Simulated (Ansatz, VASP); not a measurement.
## One calculation of Na3S2, two programs

INCAR

```
  PREC = Accurate
  ENCUT = 520
  EDIFF = 1E-6
  ISMEAR = 0
  SIGMA = 0.1
  LREAL = False
  LASPH = True
  NELM = 100
  ALGO = Normal
  ISIF = 2
  LWAVE = False
  LCHARG = False
  GGA = PE
  NBANDS = 24
```

The input KPOINTS:

```
Automatic mesh
0
Gamma
  6 6 4
```

Contents of POSCAR:

```
Na3S2
1.0
    4.2291271816      0.0000000000      0.0000000000
   -2.1145635908      3.6625315751      0.0000000000
    0.0000000000      0.0000000000      6.5798349297
Na S
3 2
Direct
    0.0000000000      0.0000000000      0.0000000000
    0.3333333333      0.6666666667      0.6450000000
    0.6666666667      0.3333333333      0.3550000000
    0.3333333333      0.6666666667      0.2450000000
    0.6666666667      0.3333333333      0.7550000000
```

Input for Ansatz:

```yaml
crystal:
  lattice:
    - [4.2291271816, 0.0, 0.0]
    - [-2.1145635908, 3.6625315751, 0.0]
    - [0.0, 0.0, 6.5798349297]
  atoms:
    - { symbol: Na, position: [0.0, 0.0, 0.0] }
    - { symbol: Na, position: [0.3333333333, 0.6666666667, 0.645] }
    - { symbol: Na, position: [0.6666666667, 0.3333333333, 0.355] }
    - { symbol: S, position: [0.3333333333, 0.6666666667, 0.245] }
    - { symbol: S, position: [0.6666666667, 0.3333333333, 0.755] }
basis:
  ecutwfc: 420
kpoints:
  mp_grid: { grid: [6, 6, 4] }
hamiltonian:
  xc: pbe
scf:
  occupations: { method: gaussian, width: 0.1 }
  lower_state_search: "off"
output:
  forces: true
  stress: true
  eigenvalues: true
```

Alike in both runs: task single point; functional PBE; k mesh 6 × 6 × 4; occupations gaussian, width 0.1 eV; no spin polarisation.

|  | VASP | Ansatz |
| --- | --- | --- |
| version | VASP 6.6.1 | Ansatz 0.2.0 |
| potentials or method | VASP PAW PBE potentials, release 64 (Na_pv, S), cutoff 520 eV | scalar-relativistic, plane waves, PAW |
| valence electrons in the cell | 33 | 39 |

|  | VASP | Ansatz | Ansatz less VASP |
| --- | --- | --- | --- |
| gap on the k mesh at the Fermi level (eV) | none | none | - |
| pressure (GPa) | 7.4 | 7.3 | -0.06 |
| traceless stress, the component that is largest in VASP (GPa) | -1.81 | -1.79 | +0.023 |
| rms of the force components (eV/Å) | 0.338 | 0.334 | -0.0038 |

Atom by atom the forces differ by 0.004 eV/Å (rms over components). A gap of «none» marks a metal or a gap that the smearing closes. VASP's potentials hold 33 valence electrons a cell and Ansatz's 39, so a difference there can come from the potentials and not from the codes.
